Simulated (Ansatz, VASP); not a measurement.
One calculation of SnO2, two programs

```
Sn O
1.0
     4.76022    0.00000    0.00000
     0.00000    4.76022    0.00000
     0.00000    0.00000    3.20057
Sn O
2 4
Direct
  0.00000 0.00000 0.01562
  0.50000 0.50000 0.50000
  0.30589 0.30589 0.00000
  0.19411 0.80589 0.50000
  0.69411 0.69411 0.00000
  0.80589 0.19411 0.50000
```

Alike in both runs: task single point; functional r2SCAN; k mesh 6 × 6 × 8; occupations gaussian, width 0.05 eV; no spin polarisation.

```csv
,VASP,Ansatz
version,VASP 6.6.1,Ansatz 0.2.0
potentials or method,"VASP PAW PBE potentials, release 64 (Sn_d, O), cutoff 520 eV","scalar-relativistic, plane waves, PAW"
valence electrons in the cell,52,52
```

Ansatz gave:

```
gap on the k mesh at the Fermi level (eV)                     : 1.77
least direct gap on the mesh (eV)                             : 1.77
pressure (GPa)                                                : 0.2
traceless stress, the component that is largest in VASP (GPa) : 0.12
rms of the force components (eV/Å)                            : 0.283
```

Task: Which values does VASP return?

Result: gap on the k mesh at the Fermi level (eV): 1.79; least direct gap on the mesh (eV): 1.79; pressure (GPa): 1.3; traceless stress, the component that is largest in VASP (GPa): 0.46; rms of the force components (eV/Å): 0.296.

VASP's potentials were made for PBE, not for r2SCAN. Atom by atom the forces differ by 0.018 eV/Å (rms over components). The functional is the same, so the differences come from potentials, cutoffs and numerics.
